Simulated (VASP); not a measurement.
Wanted: the native input for a VASP 6.6.1 run.

| Item | Value |
| --- | --- |
| Task | single point |
| Functional | PBE |
| Potentials or basis | VASP PAW PBE potentials, release 64 (Cs_sv, Cl) |
| Cutoff | 500 eV |
| k mesh | 6 × 6 × 6 |
| Occupations | gaussian, width 0.01 eV |
| Spin | no spin polarisation |
| Dipole correction | no |
| Further INCAR settings | ALGO = Normal; EDIFF = 1e-06; NBANDS = 15 |

The structure of CsCl lies in POSCAR:

```
CsCl
1.0
    4.1627646814      0.0000000000      0.0000000000
    0.0000000000      4.1627646814      0.0000000000
    0.0000000000      0.0000000000      4.1627646814
Cs Cl
1 1
Direct
    0.0000000000      0.0000000000      0.0000000000
    0.5000000000      0.5000000000      0.5000000000
```

This cell differs from its parent crystal: volume changed by -3%.

The input as run:

INCAR

```
SYSTEM = CsCl
ALGO = Normal
EDIFF = 1E-6
ENCUT = 500
GGA = PE
GGA_COMPAT = .False.
ISIF = 2
ISMEAR = 0
LASPH = .True.
LCHARG = .False.
LREAL = .False.
LWAVE = .False.
NBANDS = 15
NELM = 120
PREC = Accurate
SIGMA = 0.01
```

KPOINTS

```
k-points
0
Gamma
  6 6 6
  0 0 0
```

Potentials or basis: VASP PAW PBE potentials, release 64 (Cs_sv, Cl).

Command:

```sh
$ cat potpaw_PBE.64/Cs_sv/POTCAR potpaw_PBE.64/Cl/POTCAR > POTCAR
$ mpirun -np 1 vasp_std > vasp.out
```

It gave:

The pressure is 0.5 GPa and the band gap on the k mesh is 5.13 eV, direct.

Caveat: spin-orbit coupling is left out, which moves the levels of the heavy elements.

Run time: 6.6 s on 1 thread of Intel(R) Xeon(R) 6975P-C (Granite Rapids) (shared host), peak memory 0.17 GiB.
